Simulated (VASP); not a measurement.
# WC (Qusongite) (P-6m2) in VASP: settings compared, part 2 of 2

VASP 6.6.1. The steps go on from the part before.

**3. Single point, PBE+D3(BJ)**

This run uses another cell than the first one, of 10.33 Å³/atom, 1.020 times its volume.

The input, INCAR:

```
PREC     = Accurate       # precision mode
ENCUT    = 520            # plane-wave cutoff, eV
EDIFF    = 1E-6           # SCF threshold, eV
ISMEAR   = 1              # smearing method
SIGMA    = 0.1            # smearing width, eV
LREAL    = False          # projectors in reciprocal space
LASPH    = True           # aspherical terms in the spheres
NELM     = 80             # most SCF steps
ALGO     = Normal         # electronic algorithm
ISIF     = 2              # what is computed and relaxed
LWAVE    = False          # write WAVECAR
LCHARG   = False          # write CHGCAR
GGA      = PE             # functional
IVDW     = 12             # dispersion correction
NBANDS   = 16             # bands
```

The input, KPOINTS:

```
Automatic mesh
0
Gamma
  11 11 10
```

The input, POSCAR:

```
WC
1.0
    2.9023108191      0.0000000000      0.0000000000
   -1.4511554095      2.5134748990      0.0000000000
    0.0000000000      0.0000000000      2.8330151235
W C
1 1
Direct
    0.0000000000      0.0000000000      0.0000000000
    0.6666666667      0.3333333333      0.5000000000
```

Potentials or basis: VASP PAW PBE potentials, release 64 (W_sv, C).

Started as:

```sh
cat potpaw_PBE.64/W_sv/POTCAR potpaw_PBE.64/C/POTCAR > POTCAR
mpirun -np 1 vasp_std > vasp.out
```

It took 46 s on 1 thread of Intel Xeon 6975P-C, shared host; peak memory 0.17 GiB.

The run converged. Its results:

| Property | Result |
| --- | --- |
| Free energy | -23.3665 eV |
| Pressure | 1.1 GPa |
| Band gap on the k mesh | zero (band 9 reaches 11.78 eV, above the bottom of band 10 at 10.55 eV) |
| Dispersion energy per atom | -0.464 eV |

Stress tensor (GPa, compression positive):
```
1.04 0.00 0.00
0.00 1.04 0.00
0.00 0.00 1.35
```

Levels at points of the mesh, in eV from the Fermi level:
| k point | band 5 | band 6 | band 7 | band 8 | band 9 | band 10 | band 11 | band 12 | band 13 | band 14 |
| --- | --- | --- | --- | --- | --- | --- | --- | --- | --- | --- |
| (0.00, 0.00, 0.00) | -14.53 | -4.39 | -3.40 | -3.40 | 0.04 | 3.20 | 3.20 | 5.59 | 5.59 | 6.36 |
| (0.00, 0.00, 0.50) | -10.48 | -8.73 | -2.08 | -2.08 | -0.64 | -0.64 | 3.63 | 4.48 | 4.48 | 9.95 |

Caveat: spin-orbit coupling is left out, which moves the levels of the heavy elements; pairwise dispersion overbinds metals, which lowers pressure and volume.

**4. Single point, PBE**

This run uses another cell than the first one, of 10.53 Å³/atom, 1.039 times its volume.

The input, INCAR:

```
ALGO = Normal
EDIFF = 1E-6
ENCUT = 520
GGA = PE
ISIF = 2
ISMEAR = 1
LASPH = True
LCHARG = True
LELF = True
LREAL = False
LVHAR = True
LWAVE = False
NBANDS = 16
NELM = 60
PREC = Accurate
SIGMA = 0.1
```

The input, KPOINTS:

```
k-points
0
Gamma
  11 11 10
```

The input, POSCAR:

```
WC
1.0
    2.9219329276      0.0000000000      0.0000000000
   -1.4609664638      2.5304681435      0.0000000000
    0.0000000000      0.0000000000      2.8473091556
W C
1 1
Direct
    0.0000000000      0.0000000000      0.0000000000
    0.6666666667      0.3333333333      0.5000000000
```

Started as:

```sh
cat potpaw_PBE.64/W_sv/POTCAR potpaw_PBE.64/C/POTCAR > POTCAR
mpirun -np 1 vasp_std > vasp.out
```

Wall time 55 s (1 thread of Intel Xeon 6975P-C, shared host); peak memory 0.16 GiB.

Results (log left out):

* Free energy: -22.4505 eV
* Pressure: 1.1 GPa
* Band gap on the k mesh: zero (band 9 reaches 11.51 eV, above the bottom of band 10 at 10.31 eV)

Stress tensor (GPa, compression positive):
```
0.99 0.00 0.00
0.00 0.99 0.00
0.00 0.00 1.28
```

Levels at points of the mesh, in eV from the Fermi level:
```
           k point  band 7  band 8  band 9  band 10  band 11  band 12
(0.00, 0.00, 0.00)   -3.32   -3.32    0.06     3.13     3.13     5.51
(0.00, 0.00, 0.50)   -2.03   -2.03   -0.61    -0.61     3.59     4.44
```

Caveat: spin-orbit coupling is left out, which moves the levels of the heavy elements.

**5. Relaxation of cell and atoms, LDA**

This run uses another cell than the first one, of 10.38 Å³/atom, 1.024 times its volume.

The input, INCAR:

```
PREC = Accurate
ENCUT = 600
EDIFF = 1E-6
ISMEAR = 1
SIGMA = 0.1
LREAL = False
LASPH = True
NELM = 80
ALGO = Normal
ISIF = 3
LWAVE = False
LCHARG = False
IBRION = 2
NSW = 60
EDIFFG = -0.01
```

The input, KPOINTS:

```
Automatic mesh
0
Gamma
  11 11 10
```

The input, POSCAR:

```
WC
1.0
    2.9065000000      0.0000000000      0.0000000000
   -1.4532500000      2.5171028361      0.0000000000
    0.0000000000      0.0000000000      2.8366000000
W C
1 1
Direct
    0.0000000000      0.0000000000      0.0000000000
    0.6666666667      0.3333333333      0.5000000000
```

Potentials or basis: VASP PAW LDA potentials, release 64 (W_sv, C).

Started as:

```sh
cat potpaw_LDA.64/W_sv/POTCAR potpaw_LDA.64/C/POTCAR > POTCAR
mpirun -np 1 vasp_std > vasp.out
```

Run time: 2.1 min. Hardware: 1 thread of Intel Xeon 6975P-C, shared host; peak memory 0.17 GiB.

It converged, with:

* Free energy: -24.7019 eV
* Relaxed volume: 10.19 Å³/atom
* Relaxed cell: a = 2.890 Å, b = 2.890 Å, c = 2.818 Å, α = 90.00°, β = 90.00°, γ = 120.00°
* Space group after relaxing (to 0.05 Å): P-6m2 (No. 187)
* Energy gained by relaxing: 4.3 meV/atom
* Ionic steps: 7
* Pressure after relaxing: 0.0 GPa
* Band gap on the k mesh: zero (band 9 reaches 11.88 eV, above the bottom of band 10 at 10.60 eV)

Step by step:
| step | energy change (eV) | largest force (eV/Å) | pressure (GPa) | volume (Å³) |
| --- | --- | --- | --- | --- |
| 1 | 0.0000 | 0.0000 | -7.33 | 20.75 |
| 2 | 0.0677 | 0.0000 | 24.49 | 19.36 |
| 3 | -0.0086 | 0.0000 | -0.17 | 20.39 |
| 4 | -0.0086 | 0.0000 | -0.07 | 20.39 |
| 5 | -0.0086 | 0.0000 | 0.08 | 20.38 |
| 6 | -0.0086 | 0.0000 | -0.20 | 20.39 |
| 7 | -0.0086 | 0.0000 | -0.03 | 20.39 |

Final structure:
```
CELL_PARAMETERS angstrom
2.89028 0.00000 0.00000
-1.44514 2.50306 0.00000
0.00000 0.00000 2.81790
ATOMIC_POSITIONS crystal
W 0.00000 0.00000 0.00000
C 0.66667 0.33333 0.50000
```

Levels at points of the mesh, in eV from the Fermi level:
```csv
k point,band 6,band 7,band 8,band 9,band 10,band 11,band 12,band 13
"(0.00, 0.00, 0.00)",-4.51,-3.50,-3.50,0.05,3.18,3.18,5.62,5.62
"(0.00, 0.00, 0.50)",-8.79,-2.16,-2.16,-0.72,-0.72,3.66,4.45,4.45
```

Caveat: spin-orbit coupling is left out, which moves the levels of the heavy elements. Zero-point motion and thermal expansion aren't in these numbers.

**6. Relaxation of cell and atoms, PBE+D3(BJ)**

This run uses another cell than the first one, of 10.38 Å³/atom, 1.024 times its volume.

The input, INCAR:

```
SYSTEM = WC
PREC = Accurate
ENCUT = 600
EDIFF = 1E-7
ISMEAR = 1
SIGMA = 0.1
LREAL = .FALSE.
LASPH = .TRUE.
NELM = 100
ALGO = Normal
ISIF = 3
LWAVE = .FALSE.
LCHARG = .FALSE.
GGA = PE
IVDW = 12
IBRION = 2
NSW = 60
EDIFFG = -0.01
```

The input, KPOINTS:

```
Automatic mesh
0
G
  11 11 10
  0 0 0
```

POSCAR is that of step 5.

Potentials or basis: VASP PAW PBE potentials, release 64 (W_sv, C).

Started as:

```sh
cat potpaw_PBE.64/W_sv/POTCAR potpaw_PBE.64/C/POTCAR > POTCAR
mpirun -np 1 vasp_std > vasp.out
```

Run time: 79 s. Hardware: 1 thread of Intel Xeon 6975P-C, shared host; peak memory 0.18 GiB.

It converged, with:

- Free energy: -23.3677 eV
- Relaxed volume: 10.36 Å³/atom
- Relaxed cell: a = 2.905 Å, b = 2.905 Å, c = 2.835 Å, α = 90.00°, β = 90.00°, γ = 120.00°
- Space group after relaxing (to 0.05 Å): P-6m2 (No. 187)
- Energy gained by relaxing: 0.0 meV/atom
- Ionic steps: 3
- Pressure after relaxing: 0.0 GPa
- Band gap on the k mesh: zero (band 9 reaches 11.74 eV, above the bottom of band 10 at 10.51 eV)
- Dispersion energy per atom: -0.463 eV

Stress tensor (GPa, compression positive):
```
-0.03  0.00  0.00
 0.00 -0.03  0.00
 0.00  0.00  0.13
```

Final structure:
```cif
data_structure
_symmetry_space_group_name_H-M 'P 1'
_symmetry_Int_Tables_number 1
_cell_length_a 2.9048
_cell_length_b 2.9048
_cell_length_c 2.8354
_cell_angle_alpha 90.000
_cell_angle_beta 90.000
_cell_angle_gamma 120.000
_cell_volume 20.72
loop_
_atom_site_label
_atom_site_type_symbol
_atom_site_fract_x
_atom_site_fract_y
_atom_site_fract_z
_atom_site_occupancy
W1 W 0.00000 0.00000 0.00000 1
C1 C 0.66667 0.33333 0.50000 1
```

Levels at points of the mesh, in eV from the Fermi level:
```
           k point  band 7  band 8  band 9  band 10  band 11  band 12
(0.00, 0.00, 0.00)   -3.39   -3.39    0.04     3.19     3.19     5.58
(0.00, 0.00, 0.50)   -2.07   -2.07   -0.64    -0.64     3.62     4.48
```

Caveat: spin-orbit coupling is left out, which moves the levels of the heavy elements; pairwise dispersion overbinds metals, which lowers pressure and volume.

**7. Relaxation of cell and atoms, PBE**

This run uses another cell than the first one, of 10.38 Å³/atom, 1.024 times its volume.

The input, INCAR:

```
ALGO = Normal
EDIFF = 1E-6
EDIFFG = -0.01
ENCUT = 600
GGA = PE
IBRION = 2
ISIF = 3
ISMEAR = 1
LASPH = True
LCHARG = False
LREAL = False
LWAVE = False
NELM = 80
NSW = 60
PREC = Accurate
SIGMA = 0.1
```

The input, KPOINTS:

```
k-points
0
Gamma
  11 11 10
```

POSCAR is that of step 6.

Started as:

```sh
cat potpaw_PBE.64/W_sv/POTCAR potpaw_PBE.64/C/POTCAR > POTCAR
mpirun -np 1 vasp_std > vasp.out
```

Run time: 1.8 min. Hardware: 1 thread of Intel Xeon 6975P-C, shared host; peak memory 0.18 GiB.

Results (log left out):

```
Free energy                            : -22.4513 eV
Relaxed volume                         : 10.55 Å³/atom
Relaxed cell                           : a = 2.924 Å, b = 2.924 Å, c = 2.850 Å, α = 90.00°, β = 90.00°, γ = 120.00°
Space group after relaxing (to 0.05 Å) : P-6m2 (No. 187)
Energy gained by relaxing              : 3.7 meV/atom
Ionic steps                            : 6
Pressure after relaxing                : 0.0 GPa
Band gap on the k mesh                 : zero (band 9 reaches 11.47 eV, above the bottom of band 10 at 10.27 eV)
```

Step by step:
| step | energy change (eV) | largest force (eV/Å) | pressure (GPa) | volume (Å³) |
| --- | --- | --- | --- | --- |
| 1 | 0.0000 | 0.0000 | 6.74 | 20.75 |
| 2 | 0.0443 | 0.0000 | -16.03 | 22.09 |
| 3 | -0.0073 | 0.0000 | -0.11 | 21.11 |
| 4 | -0.0073 | 0.0000 | 0.01 | 21.10 |
| 5 | -0.0073 | 0.0000 | 0.04 | 21.11 |
| 6 | -0.0073 | 0.0000 | 0.05 | 21.11 |

Final structure:
```
W C
1.0
     2.92419    0.00000    0.00000
    -1.46210    2.53243    0.00000
     0.00000    0.00000    2.85006
W C
1 1
Cartesian
  0.0000 0.0000 0.0000
  1.4621 0.8441 1.4250
```

Levels at points of the mesh, in eV from the Fermi level:
| k point | band 5 | band 6 | band 7 | band 8 | band 9 | band 10 | band 11 | band 12 | band 13 |
| --- | --- | --- | --- | --- | --- | --- | --- | --- | --- |
| (0.00, 0.00, 0.00) | -14.36 | -4.26 | -3.31 | -3.31 | 0.06 | 3.12 | 3.12 | 5.49 | 5.49 |
| (0.00, 0.00, 0.50) | -10.43 | -8.58 | -2.03 | -2.03 | -0.60 | -0.60 | 3.58 | 4.43 | 4.43 |

Caveat: spin-orbit coupling is left out, which moves the levels of the heavy elements. Zero-point motion and thermal expansion aren't in these numbers.

**8. Overview**

```tsv
task	level	potentials or basis	cell	cutoff (eV)	gap on the mesh (eV)	pressure (GPa)	relaxed volume (Å³/atom)
single point	LDA	VASP PAW LDA potentials, release 64 (W_sv, C)	a = 2.884, b = 2.884, c = 2.812 Å, angles 90.0, 90.0, 120.0°, 2 atoms	520	none	2.7	-
single point	PBE+D3(BJ)	VASP PAW PBE potentials, release 64 (W_sv, C)	a = 2.902, b = 2.902, c = 2.833 Å, angles 90.0, 90.0, 120.0°, 2 atoms	520	none	1.1	-
single point	PBE	VASP PAW PBE potentials, release 64 (W_sv, C)	a = 2.922, b = 2.922, c = 2.847 Å, angles 90.0, 90.0, 120.0°, 2 atoms	520	none	1.1	-
relaxation of cell and atoms	LDA	VASP PAW LDA potentials, release 64 (W_sv, C)	relaxed from a = 2.906, b = 2.907, c = 2.837 Å, angles 90.0, 90.0, 120.0°, 2 atoms	600	none	0.0	10.19
relaxation of cell and atoms	PBE+D3(BJ)	VASP PAW PBE potentials, release 64 (W_sv, C)	relaxed from a = 2.906, b = 2.907, c = 2.837 Å, angles 90.0, 90.0, 120.0°, 2 atoms	600	none	0.0	10.36
relaxation of cell and atoms	PBE	VASP PAW PBE potentials, release 64 (W_sv, C)	relaxed from a = 2.906, b = 2.907, c = 2.837 Å, angles 90.0, 90.0, 120.0°, 2 atoms	600	none	0.0	10.55
```

Alike in all rows: no spin polarisation; k mesh 11 × 11 × 10; smearing methfessel-paxton 0.1 eV.

Caveats: spin-orbit coupling is left out, which moves the levels of the heavy elements; pairwise dispersion overbinds metals, which lowers pressure and volume (some runs).

Total energies depend on the potentials used, so only differences within one code and one set of settings carry meaning.
